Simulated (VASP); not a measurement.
# Ge in VASP: relaxation of the atoms with PBEsol

Aim: the relaxation of the atoms of Ge with PBEsol.

All numbers are computed with VASP 6.6.1; they aren't measurements. Logs are shortened: lines on timing, memory, paths and dates and some standing lists are left out, and cuts for length are marked.

## Step 1: The cell of the first run

The cell holds a slab with vacuum, 6 atoms: a = 4.013 Å, b = 4.013 Å, c = 24.373 Å, α = 90.00°, β = 90.00°, γ = 120.00°.

## Step 2: Relaxation of the atoms, PBEsol

Input file INCAR:

```
SYSTEM = Ge
PREC = Accurate
ENCUT = 520
EDIFF = 1E-6
ISMEAR = 0
SIGMA = 0.1
LREAL = .FALSE.
LASPH = .TRUE.
NELM = 100
ALGO = Fast
ISIF = 2
LWAVE = .FALSE.
LCHARG = .FALSE.
LDIPOL = .TRUE.
IDIPOL = 3
DIPOL = 0.5 0.5 0.500
GGA = PS
IBRION = 2
NSW = 90
EDIFFG = -0.03
KPAR = 4
```

Input file KPOINTS:

```
regular mesh
0
G
  9 9 1
  0 0 0
```

Input file POSCAR:

```
Ge
1.0
    4.0133694117      0.0000000000      0.0000000000
   -2.0066847059      3.4756798653      0.0000000000
    0.0000000000      0.0000000000     24.3730304061
Ge
6
Selective dynamics
Direct
    0.3333333333      0.6666666667      0.3487461287  F F F
    0.0000000000      0.0000000000      0.3823581001  F F F
    0.0000000000      0.0000000000      0.4831940143  F F F
    0.6666666667      0.3333333333      0.5168059857  T T T
    0.6666666667      0.3333333333      0.6176418999  T T T
    0.3333333333      0.6666666667      0.6512538713  T T T
```

Potentials or basis: VASP PAW PBE potentials, release 64 (Ge_d).

Started as:

```sh
$ cat potpaw_PBE.64/Ge_d/POTCAR > POTCAR
$ mpirun -np 4 vasp_std > vasp.out
```

OUTCAR:

```text
SYSTEM = Ge
   PREC = Accurate
   ENCUT = 520
   EDIFF = 1E-6
   ISMEAR = 0
   LREAL = .FALSE.
   LASPH = .TRUE.
   NELM = 100
   ISIF = 2
   GGA = PS
   IBRION = 2
   NSW = 90
   EDIFFG = -0.03

 ion  position               nearest neighbor table
   1  0.333  0.667  0.349-   2 2.46   2 2.46   2 2.46
   2  0.000  0.000  0.382-   1 2.46   1 2.46   1 2.46   3 2.46
   3  0.000  0.000  0.483-   4 2.46   4 2.46   4 2.46   2 2.46
   4  0.667  0.333  0.517-   3 2.46   3 2.46   3 2.46   5 2.46
   5  0.667  0.333  0.618-   6 2.46   6 2.46   6 2.46   4 2.46
   6  0.333  0.667  0.651-   5 2.46   5 2.46   5 2.46

  LATTYP: Found a hexagonal cell.
 ALAT       =     4.0133694117
 C/A-ratio  =     6.0729596272

  Lattice vectors:

 A1 = (   4.0133694117,   0.0000000000,   0.0000000000)
 A2 = (  -2.0066847059,   3.4756798653,   0.0000000000)
 A3 = (   0.0000000000,   0.0000000000,  24.3730304061)

Analysis of symmetry for initial positions (statically):
=====================================================================
 Subroutine PRICEL returns:
 Original cell was already a primitive cell.

 Routine SETGRP: Setting up the symmetry group for a
 hexagonal supercell.

 Subroutine GETGRP returns: Found 12 space group operations
 (whereof  6 operations were pure point group operations)
 out of a pool of 24 trial point group operations.

The static configuration has the point symmetry C_3v.
 The point group associated with its full space group is D_3d.

Analysis of symmetry for dynamics (positions and initial velocities):
=====================================================================
 Subroutine PRICEL returns:
 Original cell was already a primitive cell.

 Routine SETGRP: Setting up the symmetry group for a
 hexagonal supercell.

 Subroutine GETGRP returns: Found 12 space group operations
 (whereof  6 operations were pure point group operations)
 out of a pool of 24 trial point group operations.

The dynamic configuration has the point symmetry C_3v.
 The point group associated with its full space group is D_3d.

Analysis of constrained symmetry for selective dynamics:
=====================================================================
 Subroutine PRICEL returns:
 Original cell was already a primitive cell.

 Routine SETGRP: Setting up the symmetry group for a
 hexagonal supercell.

 Subroutine GETGRP returns: Found  6 space group operations
 (whereof  6 operations were pure point group operations)
 out of a pool of 24 trial point group operations.

The constrained configuration has the point symmetry C_3v.

 Subroutine INISYM returns: Found  6 space group operations
 (whereof  6 operations are pure point group operations),
 and found     1 'primitive' translations

----------------------------------------------------------------------------------------

                                     Primitive cell

  volume of cell :     339.9840

  direct lattice vectors                    reciprocal lattice vectors
     4.013369412  0.000000000  0.000000000     0.249167195  0.143856747  0.000000000
    -2.006684706  3.475679865  0.000000000     0.000000000  0.287713495  0.000000000
     0.000000000  0.000000000 24.373030406     0.000000000  0.000000000  0.041028956

  length of vectors
     4.013369412  4.013369412 24.373030406     0.287713495  0.287713495  0.041028956

  position of ions in fractional coordinates (direct lattice)
     0.333333333  0.666666667  0.348746129
     0.000000000  0.000000000  0.382358100
     0.000000000  0.000000000  0.483194014
[... 65 lines left out ...]
   ISPIN  =      1    spin polarized calculation?
   LNONCOLLINEAR =      F non collinear calculations
   LSORBIT =      F    spin-orbit coupling
   LASPH  =      T    aspherical Exc in radial PAW
   ENCUT  =  520.0 eV  38.22 Ry    6.18 a.u.   7.46  7.46 45.32*2*pi/ulx,y,z
   NELM   =    100;   NELMIN=  2; NELMDL= -5     # of ELM steps
   EDIFF  = 0.1E-05   stopping-criterion for ELM
   LREAL  =      F    real-space projection
   EDIFFG = -.3E-01   stopping-criterion for IOM
   NSW    =     90    number of steps for IOM
   IBRION =      2    ionic relax: 0-MD 1-quasi-New 2-CG
   NFREE  =      1    steps in history (QN), initial steepest desc. (CG)
   ISIF   =      2    stress and relaxation
   ISYM   =      2    0-nonsym 1-usesym 2-fastsym
   POTIM  = 0.5000    time-step for ionic-motion
   TEBEG  =    0.0;   TEEND  =   0.0 temperature during run
   PSTRESS=    0.0 pullay stress
   NELECT =      84.0000    total number of electrons
   NUPDOWN=      -1.0000    fix difference up-down
   EMIN   =  10.00;   EMAX   =-10.00  energy-range for DOS
   EFERMI =   0.00;   METHOD = LEGACY
   ISMEAR =     0;   SIGMA  =   0.10  broadening in eV -4-tet -1-fermi 0-gaus
   EFERMI_NEDOS =   21; number of points for ismear=-14 and -15
   IALGO  =     68    algorithm
   IMIX   =      4    mixing-type and parameters
     AMIX     =   0.40;   BMIX     =  1.00
     AMIX_MAG =   1.60;   BMIX_MAG =  1.00
  volume/ion in A,a.u.               =      56.66       382.39
  Fermi-wavevector in a.u.,A,eV,Ry     =   1.027263  1.941246 14.357819  1.055270
  Thomas-Fermi vector in A             =   2.161199
   LORBIT       =      0    0 simple, 1 ext, 2 COOP (PROOUT), +10 PAW based schemes
   GGA     = PS    functional components
   LHFCALC =     F    Hartree Fock is set to
   AEXX    =    0.0000 exact exchange contribution
   IVDW    =     0    specifies the selected vdW correction
   LEPSILON=     F    determine dielectric tensor
   LRPA    =     F    only Hartree local field effects (RPA)
 conjugate gradient relaxation of ions
 non-spin polarized calculation
 RMM-DIIS sequential band-by-band and
 Gauss-broadening in eV      SIGMA  =   0.10
  energy-cutoff  :      520.00
  volume of cell :      339.98
 maximum number of plane-waves:      9205
 NGX is ok and might be reduce to    30
   NGX = 15   NGY = 15   NGZ = 91

--------------------------------------- Ionic step        1  -------------------------------------------

 number of electron      84.0000055 magnetization

 Free energy of the ion-electron system (eV)
  ---------------------------------------------------
  ext. energy  EPLUGINS =         0.00000000
  ---------------------------------------------------
  free energy    TOTEN  =       -27.62293150 eV

  energy without entropy =      -27.60226032  energy(sigma->0) =      -27.61259591

------------------------ aborting loop because EDIFF is reached ----------------------------------------

  FORCE on cell =-STRESS in cart. coord.  units (eV):
  Direction    XX          YY          ZZ          XY          YZ          ZX
  --------------------------------------------------------------------------------------
  -------------------------------------------------------------------------------------
  Total       -0.6062765     -0.6062765      1.6157662      0.0000000      0.0000000      0.0000000
  in kB       -2.8570830     -2.8570830      7.6143119      0.0000000      0.0000000      0.0000000
  external PRESSURE =       0.6333820 kB  Pullay stress =       0.0000000 kB
[... 101 lines left out ...]
  FREE ENERGIE OF THE ION-ELECTRON SYSTEM (eV)
  ---------------------------------------------------
  free  energy   TOTEN  =       -27.6357854766 eV

  energy  without entropy=      -27.6176793722  energy(sigma->0) =      -27.62673242

[... ionic steps 4 to 35 ...]

--------------------------------------- Ionic step       36  -------------------------------------------

 number of electron      84.0000056 magnetization

------------------------ aborting loop because EDIFF is reached ----------------------------------------
[... 29 lines left out ...]
  FREE ENERGIE OF THE ION-ELECTRON SYSTEM (eV)
  ---------------------------------------------------
  free  energy   TOTEN  =       -27.6375629541 eV

  energy  without entropy=      -27.6190880553  energy(sigma->0) =      -27.62832550

 dipolmoment           0.000000      0.000000      0.002890 electrons x Angstroem

--------------------------------------- Ionic step       37  -------------------------------------------

 number of electron      84.0000056 magnetization

------------------------ aborting loop because EDIFF is reached ----------------------------------------

 vacuum level on the upper side and lower side of the slab       (xc-potential included)        -0.033         0.022

  FORCE on cell =-STRESS in cart. coord.  units (eV):
  Direction    XX          YY          ZZ          XY          YZ          ZX
  --------------------------------------------------------------------------------------
  -------------------------------------------------------------------------------------
  Total       -0.4885686     -0.4885686      0.8704742      0.0000000     -0.0000000     -0.0000000
  in kB       -2.3023836     -2.3023836      4.1021173      0.0000000     -0.0000000     -0.0000000
  external PRESSURE =      -0.1675500 kB  Pullay stress =       0.0000000 kB
[... 27 lines left out ...]
--------------------------------------- Ionic step       38  -------------------------------------------

 number of electron      84.0000056 magnetization

 dipolmoment           0.000000      0.000000     -0.004562 electrons x Angstroem

 Free energy of the ion-electron system (eV)
  ---------------------------------------------------
  ext. energy  EPLUGINS =         0.00000000
  ---------------------------------------------------
  free energy    TOTEN  =       -27.63768696 eV

  energy without entropy =      -27.61897077  energy(sigma->0) =      -27.62832887

 E-fermi :  -1.0465     XC(G=0):  -4.6455

 val. band max:       -1.0749080047   @ k =   0.2222   0.2222   0.0000
 cond. band min:      -1.0105611227   @ k =   0.3333   0.2222   0.0000
 fundamental gap:      0.0643468819
 Fermi energy:        -1.0464840256

 k-point     1 :       0.0000    0.0000    0.0000
  band No.  band energies     occupation
      1     -25.5309      2.00000
      2     -25.5309      2.00000
      3     -25.4944      2.00000
      4     -25.4801      2.00000
      5     -25.4692      2.00000
      6     -25.4692      2.00000
[... 625 lines left out ...]
     49       5.1498      0.00000
     50       5.1936      0.00000

------------------------ aborting loop because EDIFF is reached ----------------------------------------

 vacuum level on the upper side and lower side of the slab       (xc-potential included)        -0.067        -0.003

  FORCE on cell =-STRESS in cart. coord.  units (eV):
  Direction    XX          YY          ZZ          XY          YZ          ZX
  --------------------------------------------------------------------------------------
  -------------------------------------------------------------------------------------
  Total       -0.4756090     -0.4756090      0.8401441      0.0000000      0.0000000      0.0000000
  in kB       -2.2413114     -2.2413114      3.9591864      0.0000000      0.0000000      0.0000000
  external PRESSURE =      -0.1744788 kB  Pullay stress =       0.0000000 kB
[... 21 lines left out ...]
  FREE ENERGIE OF THE ION-ELECTRON SYSTEM (eV)
  ---------------------------------------------------
  free  energy   TOTEN  =       -27.6376869627 eV

  energy  without entropy=      -27.6189707741  energy(sigma->0) =      -27.62832887

 reached required accuracy - stopping structural energy minimisation

 vacuum level on the upper side and lower side of the slab         3.623         3.684
```

It took 62 min on 4 MPI ranks of Oxide Virtual Turin-like, shared host; peak memory 0.53 GiB.

What came out:

```yaml
Free_energy: -27.6377 eV
Energy_gained_by_relaxing: 2.5 meV/atom
Ionic_steps: 38
Band_gap_on_the_k_mesh: zero (bands 42 and 43 overlap by 0.12 eV)
```

Step by step:
| step | energy change (eV) | largest force on free atoms (eV/Å) | pressure (GPa) |
| --- | --- | --- | --- |
| 1 | 0.0000 | 0.4526 | 0.06 |
| 2 | -0.0104 | 0.2166 | 0.07 |
| 3 | -0.0129 | 0.0654 | 0.08 |
| 4 | -0.0129 | 0.0638 | 0.08 |
| 5 | -0.0132 | 0.0398 | 0.07 |
| 6 | -0.0135 | 0.0350 | 0.07 |
| 7 | -0.0138 | 0.0546 | 0.06 |
| 8 | -0.0138 | 0.0599 | 0.06 |
| 9 | 0.7420 | 0.2685 | 0.39 |
| 10 | 0.4769 | 0.2074 | 0.17 |
| 11 | 0.4726 | 0.2254 | 0.08 |
| 12 | 0.4707 | 0.2975 | -0.09 |
| 13 | 0.4702 | 0.2692 | -0.06 |
| 14 | 0.4776 | 0.3068 | -0.05 |
| 15 | -0.0068 | 0.1854 | -0.23 |
| 16 | -0.0071 | 0.1799 | -0.22 |
| 17 | -0.0072 | 0.1780 | -0.22 |
| 18 | -0.0072 | 0.1783 | -0.22 |
| 19 | -0.0073 | 0.1779 | -0.22 |
| 20 | -0.0073 | 0.1788 | -0.22 |
| 21 | -0.0073 | 0.1768 | -0.22 |
| 22 | -0.0073 | 0.1764 | -0.22 |
| 23 | -0.0074 | 0.1736 | -0.22 |
| 24 | -0.0076 | 0.1689 | -0.22 |
| 25 | -0.0080 | 0.1618 | -0.22 |
| 26 | -0.0086 | 0.1445 | -0.22 |
| 27 | -0.0097 | 0.1152 | -0.20 |
| 28 | -0.0109 | 0.0549 | -0.18 |
| 29 | -0.0111 | 0.0699 | -0.16 |
| 30 | -0.0114 | 0.0588 | -0.16 |
| 31 | -0.0125 | 0.0544 | -0.14 |
| 32 | -0.0139 | 0.0458 | -0.08 |
| 33 | -0.0145 | 0.0538 | 0.02 |
| 34 | -0.0146 | 0.0424 | -0.05 |
| 35 | -0.0146 | 0.0357 | -0.02 |
| 36 | -0.0146 | 0.0411 | -0.02 |
| 37 | -0.0147 | 0.0365 | -0.02 |
| 38 | -0.0148 | 0.0062 | -0.02 |

Final structure:
```cif
data_structure
_symmetry_space_group_name_H-M 'P 1'
_symmetry_Int_Tables_number 1
_cell_length_a 4.0134
_cell_length_b 4.0134
_cell_length_c 24.3730
_cell_angle_alpha 90.000
_cell_angle_beta 90.000
_cell_angle_gamma 120.000
_cell_volume 339.98
loop_
_atom_site_label
_atom_site_type_symbol
_atom_site_fract_x
_atom_site_fract_y
_atom_site_fract_z
_atom_site_occupancy
Ge1 Ge 0.33333 0.66667 0.34875 1
Ge2 Ge 0.00000 0.00000 0.38236 1
Ge3 Ge 0.00000 0.00000 0.48319 1
Ge4 Ge 0.66667 0.33333 0.51678 1
Ge5 Ge 0.66667 0.33333 0.62065 1
Ge6 Ge 0.33333 0.66667 0.65243 1
```

Caveat: the PAW data sets were made with another functional, which shifts forces and pressure a little.

The gap in the log of VASP goes by the Fermi energy; the results here count the filled bands.